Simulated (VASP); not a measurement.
A run of VASP 6.6.1 is set up as follows.

File INCAR:

```
SYSTEM = Bi2Se3
ALGO = Normal ; EDIFF = 1E-8
ENCUT = 520 ; GGA = PS
ISIF = 2 ; ISMEAR = -1
LASPH = .TRUE. ; LCHARG = .FALSE.
LEFG = .TRUE. ; LREAL = .FALSE.
LWAVE = .FALSE. ; NBANDS = 32
NELM = 100 ; PREC = Accurate
SIGMA = 0.03
```

KPOINTS

```
k-points
0
G
  6 6 6
  0 0 0
```

POSCAR

```
Bi2Se3
1.0
    2.0987589926      1.2117190693      9.6709408521
   -2.0987589926      1.2117190693      9.6709408521
    0.0000000000     -2.4234381387      9.6709408521
Bi Se
2 3
Direct
    0.4008000000      0.4008000000      0.4008000000
    0.5992000000      0.5992000000      0.5992000000
    0.0000000000      0.0000000000      0.0000000000
    0.2117000000      0.2117000000      0.2117000000
    0.7883000000      0.7883000000      0.7883000000
```

Potentials or basis: VASP PAW PBE potentials, release 64 (Bi_d, Se).

The run is started by

```bash
$ cat potpaw_PBE.64/Bi_d/POTCAR potpaw_PBE.64/Se/POTCAR > POTCAR
$ mpirun -np 1 vasp_std > vasp.out
```

Problem. What does it give for the largest force?

Solution. 0.194 eV/Å.

Problem. Estimate the pressure.

Solution. -2.5 GPa.

Problem. Predict the band gap on the k mesh.

Solution. 0.17 eV, direct.

Electric field gradients, principal values (V/Å²):
```csv
atom,least,middle,greatest (by size)
1 Bi,-2.141,-2.141,4.282
2 Bi,-2.141,-2.141,4.282
3 Se,-36.228,-36.228,72.457
4 Se,5.932,5.932,-11.863
5 Se,5.932,5.932,-11.863
```

Caveat: without QUAD_EFG the Cq values of the log hold for a quadrupole moment of 1 mb, not for the nuclei; the PAW data sets were made with another functional, which shifts forces and pressure a little; spin-orbit coupling is left out, which moves the levels of the heavy elements. A k mesh can miss the band edges.
